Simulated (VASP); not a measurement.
**AlN: single point with HSE06**

Crystal: AlN.

```xyz
4
Lattice="3.1298 0.0000 0.0000 -1.5649 2.7104 0.0000 0.0000 0.0000 5.0174" Properties=species:S:1:pos:R:3 pbc="T T T"
Al    1.5669    0.9024    2.5088
Al   -0.0019    1.8082    5.0175
N     1.5521    0.9108    4.4152
N     0.0128    1.7995    1.9065
```

```
Program             : VASP 6.6.1
Task                : single point
Functional          : HSE06
Potentials or basis : VASP PAW PBE potentials, release 64 (Al, N)
Cutoff              : 520 eV
k mesh              : 7 × 7 × 4
Occupations         : fermi-dirac, width 0.01 eV
Spin                : no spin polarisation
```

| Item | Value |
| --- | --- |
| Pressure | -5.3 GPa |
| Largest force | 0.232 eV/Å |
| Band gap on the k mesh | 5.40 eV |

Forces on the atoms (eV/Å):
```
Al   0.112 -0.066 -0.093
Al  -0.114  0.064 -0.093
N    0.185 -0.105  0.093
N   -0.183  0.108  0.093
```

Stress tensor (GPa, compression positive):
```
-5.18 -0.78  0.00
-0.78 -6.08  0.00
 0.00  0.00 -4.65
```

Levels at points of the mesh, in eV from the valence-band top:
```
           k point  band 5  band 6  band 7  band 8  band 9  band 10  band 11  band 12
(0.00, 0.00, 0.00)   -0.85   -0.19   -0.17    0.00    5.40     7.98    12.30    12.62
(0.00, 0.00, 0.50)   -0.58   -0.58   -0.52   -0.52    7.78     7.78    11.85    11.85
```

Wall time 23 min on 4 MPI ranks on Intel(R) Xeon(R) Platinum 8259CL CPU @ 2.50GHz (Skylake/Cascade Lake), with other jobs on the host, peak memory 0.29 GiB a rank.

Caveat: the cell stands under tension; the PAW data sets were made with another functional, which shifts forces and pressure a little.
